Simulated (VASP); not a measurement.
The system is Ti2B.

```
Ti B
1.0
     4.72259    0.00000    0.00000
     0.00000    4.72259    0.00000
     0.00000    0.00000    2.99098
Ti B
4 2
Direct
  0.30500 0.30500 0.00000
  0.19500 0.80500 0.50000
  0.69500 0.69500 0.00000
  0.80500 0.19500 0.50000
  0.00000 0.00000 0.00000
  0.50000 0.50000 0.50000
```

The cell was built from a structure type or drawn by symmetry, and may not be a known phase.

```yaml
Program: VASP 6.6.1
Task: relaxation of cell and atoms
Functional: PBE
Potentials_or_basis: VASP PAW PBE potentials, release 64 (Ti_sv, B)
Cutoff: 600 eV
k_mesh: 4 × 4 × 6
Occupations: gaussian, width 0.1 eV
Spin: no spin polarisation
```

At the start: pressure 69.1 GPa; volume 11.12 Å³/atom.

Where does the relaxation end?

Over 9 steps the energy falls by 657.2 meV/atom and the volume is 14.75 Å³/atom (+32.7 %); space group P4_2/mnm (No. 136, to 0.1 Å) before and after.

The path:
```
step  energy change (eV)  largest force (eV/Å)  pressure (GPa)  volume (Å³)
   1              0.0000                2.4943           69.11        66.71
   2              0.0204                0.9502          -23.83       124.46
   3             -3.8847                0.6797           -1.72        89.43
   4             -3.8989                0.6210            0.15        88.23
   5             -3.9004                0.5943            0.98        87.73
   6             -3.9418                0.0099           -0.75        88.98
   7             -3.9420                0.0473           -0.66        88.89
   8             -3.9426                0.0201            0.43        88.24
   9             -3.9430                0.0072            0.02        88.49
```

Final structure:
```
CELL_PARAMETERS angstrom
5.18013 0.00000 0.00000
0.00000 5.18013 0.00000
0.00000 0.00000 3.29786
ATOMIC_POSITIONS crystal
Ti 0.29914 0.29914 0.00000
Ti 0.20086 0.79914 0.50000
Ti 0.70086 0.70086 0.00000
Ti 0.79914 0.20086 0.50000
B 0.00000 0.00000 0.00000
B 0.50000 0.50000 0.50000
```

Caveat: the volume moved by over 15 % at a fixed basis, so the end points are rough.
